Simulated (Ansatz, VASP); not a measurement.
## Two plane-wave programs on Ti2Si

```
CELL_PARAMETERS angstrom
3.69304 0.00000 0.00000
-1.84652 3.19826 0.00000
0.00000 0.00000 3.66602
ATOMIC_POSITIONS crystal
Ti 0.33333 0.66667 0.50000
Ti 0.66667 0.33333 0.50000
Si 0.00000 0.00000 0.00000
```

Change from the starting cell: species swapped into the TbGa2 type (P6/mmm, No. 191).

Alike in both runs: task relaxation of cell and atoms; functional PBE; k mesh 6 × 6 × 6; occupations gaussian, width 0.1 eV; no spin polarisation.

|  | VASP | Ansatz |
| --- | --- | --- |
| version | VASP 6.6.1 | Ansatz 0.2.0 |
| potentials or method | VASP PAW PBE potentials, release 64 (Ti_sv, Si), cutoff 600 eV | scalar-relativistic, plane waves, PAW |
| valence electrons in the cell | 28 | 28 |

VASP gave:

- gap on the k mesh at the Fermi level, each at its own relaxed structure (eV): none
- relaxed volume (Å³/atom): 14.77
- relaxed cell length with the largest relative difference (Å): 2.646

Question: What did Ansatz give for the same quantities?

Answer: gap on the k mesh at the Fermi level, each at its own relaxed structure (eV): none; relaxed volume (Å³/atom): 14.82; relaxed cell length with the largest relative difference (Å): 2.650.

A gap of «none» marks a metal or a gap that the smearing closes.
